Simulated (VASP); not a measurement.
# Ge in VASP: single point with PBE

Aim: the single point of Ge with PBE.

Everything below comes from runs of VASP 6.6.1. Logs are shortened: lines on timing, memory, paths and dates and some standing lists are left out, and cuts for length are marked.

**1. The cell of the first run**

The typed cell holds 8 atoms: a = 6.157 Å, b = 6.157 Å, c = 5.744 Å, α = 90.00°, β = 90.00°, γ = 90.00°.

**2. Single point, PBE**

INCAR

```
SYSTEM = Ge
PREC = Accurate
ENCUT = 520
EDIFF = 1E-7
ISMEAR = 0
SIGMA = 0.1
LREAL = .FALSE.
LASPH = .TRUE.
NELM = 100
ALGO = Normal
ISIF = 2
LWAVE = .FALSE.
LCHARG = .FALSE.
GGA = PE
NBANDS = 66
```

KPOINTS

```
Automatic mesh
0
G
  4 4 4
  0 0 0
```

POSCAR

```
Ge
1.0
    6.1567677048      0.0000000000      0.0000000000
    0.0000000000      6.1567677048      0.0000000000
    0.0000000000      0.0000000000      5.7442326259
Ge
8
Direct
    0.2905330992      1.0000229894      0.5000000000
    0.7094669008      1.0000229894      0.0000000000
    0.7094669008     -0.0000229894      0.5000000000
    1.0000229894      0.7094669008      0.0000000000
    1.0000229894      0.2905330992      0.5000000000
    0.2905330992     -0.0000229894      0.0000000000
   -0.0000229894      0.2905330992      0.0000000000
   -0.0000229894      0.7094669008      0.5000000000
```

Potentials or basis: VASP PAW PBE potentials, release 64 (Ge_d).

Started as:

```bash
> cat potpaw_PBE.64/Ge_d/POTCAR > POTCAR
> mpirun -np 1 vasp_std > vasp.out
```

OUTCAR:

```text
SYSTEM = Ge
   PREC = Accurate
   ENCUT = 520
   EDIFF = 1E-7
   ISMEAR = 0
   LREAL = .FALSE.
   LASPH = .TRUE.
   NELM = 100
   ISIF = 2
   GGA = PE

 ion  position               nearest neighbor table
   1  0.291  0.000  0.500-   5 2.53   8 2.53   3 2.58   6 2.87   6 2.87
   2  0.709  0.000  0.000-   7 2.53   4 2.53   6 2.58   3 2.87   3 2.87
   3  0.709  1.000  0.500-   8 2.53   5 2.53   1 2.58   2 2.87   2 2.87
   4  0.000  0.709  0.000-   6 2.53   2 2.53   7 2.58   8 2.87   8 2.87
   5  0.000  0.291  0.500-   1 2.53   3 2.53   8 2.58   7 2.87   7 2.87
   6  0.291  1.000  0.000-   4 2.53   7 2.53   2 2.58   1 2.87   1 2.87
   7  1.000  0.291  0.000-   2 2.53   6 2.53   4 2.58   5 2.87   5 2.87
   8  1.000  0.709  0.500-   3 2.53   1 2.53   5 2.58   4 2.87   4 2.87

  LATTYP: Found a simple tetragonal cell.
 ALAT       =     6.1567677048
 C/A-ratio  =     0.9329948605

  Lattice vectors:

 A1 = (   6.1567677048,   0.0000000000,   0.0000000000)
 A2 = (   0.0000000000,   6.1567677048,   0.0000000000)
 A3 = (   0.0000000000,   0.0000000000,   5.7442326259)

Analysis of symmetry for initial positions (statically):
=====================================================================
 Subroutine PRICEL returns:
 Original cell was already a primitive cell.

 Routine SETGRP: Setting up the symmetry group for a
 simple tetragonal supercell.

 Subroutine GETGRP returns: Found 16 space group operations
 (whereof  8 operations were pure point group operations)
 out of a pool of 16 trial point group operations.

The static configuration has the point symmetry D_2h.
 The point group associated with its full space group is D_4h.

Analysis of symmetry for dynamics (positions and initial velocities):
=====================================================================
 Subroutine PRICEL returns:
 Original cell was already a primitive cell.

 Routine SETGRP: Setting up the symmetry group for a
 simple tetragonal supercell.

 Subroutine GETGRP returns: Found 16 space group operations
 (whereof  8 operations were pure point group operations)
 out of a pool of 16 trial point group operations.

The dynamic configuration has the point symmetry D_2h.
 The point group associated with its full space group is D_4h.

 Subroutine INISYM returns: Found 16 space group operations
 (whereof  8 operations are pure point group operations),
 and found     1 'primitive' translations

----------------------------------------------------------------------------------------

                                     Primitive cell

  volume of cell :     217.7397

  direct lattice vectors                    reciprocal lattice vectors
     6.156767705  0.000000000  0.000000000     0.162422889  0.000000000  0.000000000
     0.000000000  6.156767705  0.000000000     0.000000000  0.162422889  0.000000000
     0.000000000  0.000000000  5.744232626     0.000000000  0.000000000  0.174087657

  length of vectors
     6.156767705  6.156767705  5.744232626     0.162422889  0.162422889  0.174087657

  position of ions in fractional coordinates (direct lattice)
     0.290533099  0.000022989  0.500000000
     0.709466901  0.000022989  0.000000000
     0.709466901  0.999977011  0.500000000
     0.000022989  0.709466901  0.000000000
     0.000022989  0.290533099  0.500000000
     0.290533099  0.999977011  0.000000000
     0.999977011  0.290533099  0.000000000
     0.999977011  0.709466901  0.500000000

  ion indices of the primitive-cell ions
   primitive index   ion index
                 1           1
                 2           2
                 3           3
                 4           4
                 5           5
                 6           6
                 7           7
                 8           8

----------------------------------------------------------------------------------------

 KPOINTS: Automatic mesh

Automatic generation of k-mesh.
 Grid dimensions read from file:
 generate k-points for:    4    4    4

 Generating k-lattice:

  Cartesian coordinates                     Fractional coordinates (reciprocal lattice)
     0.040605722  0.000000000  0.000000000     0.250000000  0.000000000  0.000000000
     0.000000000  0.040605722  0.000000000     0.000000000  0.250000000  0.000000000
     0.000000000  0.000000000  0.043521914     0.000000000  0.000000000  0.250000000

  Length of vectors
     0.040605722  0.040605722  0.043521914

  Shift w.r.t. Gamma in fractional coordinates (k-lattice)
     0.000000000  0.000000000  0.000000000

 Subroutine IBZKPT returns following result:
 ===========================================

 Found     18 irreducible k-points:

 Following reciprocal coordinates:
            Coordinates               Weight
  0.000000  0.000000  0.000000      1.000000
  0.250000  0.000000  0.000000      4.000000
  0.500000  0.000000  0.000000      2.000000
  0.250000  0.250000  0.000000      4.000000
  0.500000  0.250000  0.000000      4.000000
  0.500000  0.500000  0.000000      1.000000
[... 10 lines left out ...]
  0.500000  0.250000  0.500000      4.000000
  0.500000  0.500000  0.500000      1.000000
   k-points           NKPTS =     18   k-points in BZ     NKDIM =     18   number of bands    NBANDS=     66
   number of dos      NEDOS =    301   number of ions     NIONS =      8
   total plane-waves  NPLWV = 110592
   dimension x,y,z NGX =    48 NGY =   48 NGZ =   48
   dimension x,y,z NGXF=    96 NGYF=   96 NGZF=   96
   ions per type =               8
   NGX,Y,Z   is equivalent  to a cutoff of  12.96, 12.96, 13.89 a.u.
   NGXF,Y,Z  is equivalent  to a cutoff of  25.92, 25.92, 27.78 a.u.
 SYSTEM =  Ge
   PREC   = accura    normal or accurate (medium, high low for compatibility)
   ISTART =      0    job   : 0-new  1-cont  2-samecut
   ICHARG =      2    charge: 1-file 2-atom 10-const
   ISPIN  =      1    spin polarized calculation?
   LNONCOLLINEAR =      F non collinear calculations
   LSORBIT =      F    spin-orbit coupling
   LASPH  =      T    aspherical Exc in radial PAW
   ENCUT  =  520.0 eV  38.22 Ry    6.18 a.u.  11.45 11.45 10.68*2*pi/ulx,y,z
   NELM   =    100;   NELMIN=  2; NELMDL= -5     # of ELM steps
   EDIFF  = 0.1E-06   stopping-criterion for ELM
   LREAL  =      F    real-space projection
   EDIFFG = 0.1E-05   stopping-criterion for IOM
   NSW    =      0    number of steps for IOM
   IBRION =     -1    ionic relax: 0-MD 1-quasi-New 2-CG
   NFREE  =      0    steps in history (QN), initial steepest desc. (CG)
   ISIF   =      2    stress and relaxation
   ISYM   =      2    0-nonsym 1-usesym 2-fastsym
   POTIM  = 0.5000    time-step for ionic-motion
   TEBEG  =    0.0;   TEEND  =   0.0 temperature during run
   PSTRESS=    0.0 pullay stress
   NELECT =     112.0000    total number of electrons
   NUPDOWN=      -1.0000    fix difference up-down
   EMIN   =  10.00;   EMAX   =-10.00  energy-range for DOS
   EFERMI =   0.00;   METHOD = LEGACY
   ISMEAR =     0;   SIGMA  =   0.10  broadening in eV -4-tet -1-fermi 0-gaus
   EFERMI_NEDOS =   21; number of points for ismear=-14 and -15
   IALGO  =     38    algorithm
   IMIX   =      4    mixing-type and parameters
     AMIX     =   0.40;   BMIX     =  1.00
     AMIX_MAG =   1.60;   BMIX_MAG =  1.00
  volume/ion in A,a.u.               =      27.22       183.67
  Fermi-wavevector in a.u.,A,eV,Ry     =   1.311701  2.478756 23.409648  1.720561
  Thomas-Fermi vector in A             =   2.442145
   LORBIT       =      0    0 simple, 1 ext, 2 COOP (PROOUT), +10 PAW based schemes
   GGA     = PE    functional components
   LHFCALC =     F    Hartree Fock is set to
   AEXX    =    0.0000 exact exchange contribution
   IVDW    =     0    specifies the selected vdW correction
   LEPSILON=     F    determine dielectric tensor
   LRPA    =     F    only Hartree local field effects (RPA)
 non-spin polarized calculation
 Gauss-broadening in eV      SIGMA  =   0.10
  energy-cutoff  :      520.00
  volume of cell :      217.74
 maximum number of plane-waves:      5892
 NGX is ok and might be reduce to    48
   NGX = 23   NGY = 23   NGZ = 21

 number of electron     111.9999981 magnetization

 Free energy of the ion-electron system (eV)
  ---------------------------------------------------
  ext. energy  EPLUGINS =         0.00000000
  ---------------------------------------------------
  free energy    TOTEN  =       -33.39879135 eV

  energy without entropy =      -33.38030922  energy(sigma->0) =      -33.38955029

 E-fermi :   3.1925     XC(G=0):  -8.8327

 val. band max:        3.1798120032   @ k =   0.5000   0.0000   0.2500
 cond. band min:       3.2063774723   @ k =   0.5000   0.2500   0.2500
 fundamental gap:      0.0265654690
 Fermi energy:         3.1924530067

 k-point     1 :       0.0000    0.0000    0.0000
  band No.  band energies     occupation
      1     -21.3922      2.00000
      2     -21.3521      2.00000
      3     -21.3318      2.00000
      4     -21.3318      2.00000
      5     -21.3263      2.00000
      6     -21.3202      2.00000
[... 58 lines left out ...]
     65       7.7286      0.00000
     66       8.3210      0.00000

 k-point     2 :       0.2500    0.0000    0.0000
  band No.  band energies     occupation
      1     -21.3829      2.00000
      2     -21.3482      2.00000
      3     -21.3415      2.00000
      4     -21.3395      2.00000
      5     -21.3393      2.00000
      6     -21.3161      2.00000
[... 58 lines left out ...]
     65       7.7262      0.00000
     66       8.4846      0.00000

 k-point     3 :       0.5000    0.0000    0.0000
  band No.  band energies     occupation
      1     -21.3643      2.00000
      2     -21.3594      2.00000
      3     -21.3572      2.00000
      4     -21.3504      2.00000
      5     -21.3129      2.00000
      6     -21.3113      2.00000
[... 1024 lines left out ...]
     65       7.6663      0.00000
     66       7.7232      0.00000

 k-point    18 :       0.5000    0.5000    0.5000
  band No.  band energies     occupation
      1     -21.3785      2.00000
      2     -21.3785      2.00000
      3     -21.3166      2.00000
      4     -21.3166      2.00000
      5     -21.3164      2.00000
      6     -21.3164      2.00000
[... 58 lines left out ...]
     65       7.5301      0.00000
     66       7.5312      0.00000

------------------------ aborting loop because EDIFF is reached ----------------------------------------

  FORCE on cell =-STRESS in cart. coord.  units (eV):
  Direction    XX          YY          ZZ          XY          YZ          ZX
  --------------------------------------------------------------------------------------
  -------------------------------------------------------------------------------------
  Total       -0.1307798     -0.1307798     -0.0079968      0.0000000      0.0000000      0.0000000
  in kB       -0.9623070     -0.9623070     -0.0588422      0.0000000      0.0000000      0.0000000
  external PRESSURE =      -0.6611521 kB  Pullay stress =       0.0000000 kB

 VOLUME and BASIS-vectors are now :
 -----------------------------------------------------------------------------
  energy-cutoff  :      520.00
  volume of cell :      217.74
      direct lattice vectors                 reciprocal lattice vectors
     6.156767705  0.000000000  0.000000000     0.162422889  0.000000000  0.000000000
     0.000000000  6.156767705  0.000000000     0.000000000  0.162422889  0.000000000
     0.000000000  0.000000000  5.744232626     0.000000000  0.000000000  0.174087657

 POSITION                                       TOTAL-FORCE (eV/Angst)
 -----------------------------------------------------------------------------------
      1.78874      0.00014      2.87212        -0.005572     -0.001432      0.000000
      4.36802      0.00014      0.00000         0.005572     -0.001432     -0.000000
      4.36802      6.15663      2.87212         0.005572      0.001432     -0.000000
      0.00014      4.36802      0.00000        -0.001432      0.005572      0.000000
      0.00014      1.78874      2.87212        -0.001432     -0.005572      0.000000
      1.78874      6.15663      0.00000        -0.005572      0.001432      0.000000
      6.15663      1.78874      0.00000         0.001432     -0.005572     -0.000000
      6.15663      4.36802      2.87212         0.001432      0.005572      0.000000
 -----------------------------------------------------------------------------------
    total drift:                                0.000000     -0.000000      0.000000

  FREE ENERGIE OF THE ION-ELECTRON SYSTEM (eV)
  ---------------------------------------------------
  free  energy   TOTEN  =       -33.3987913503 eV

  energy  without entropy=      -33.3803092205  energy(sigma->0) =      -33.38955029
```

It took 3.2 min on 1 thread of Intel Xeon Platinum 8488C (Sapphire Rapids), shared host; peak memory 0.42 GiB.

Results:

- Free energy: -33.3988 eV
- Pressure: -0.1 GPa
- Largest force: 0.006 eV/Å
- Band gap on the k mesh: zero (band 56 reaches 3.93 eV, above the bottom of band 57 at 2.46 eV)

Forces in eV/Å, atoms in the order of the input:
```
Ge  -0.006 -0.001  0.000
Ge   0.006 -0.001  0.000
Ge   0.006  0.001  0.000
Ge  -0.001  0.006  0.000
Ge  -0.001 -0.006  0.000
Ge  -0.006  0.001  0.000
Ge   0.001 -0.006  0.000
Ge   0.001  0.006  0.000
```
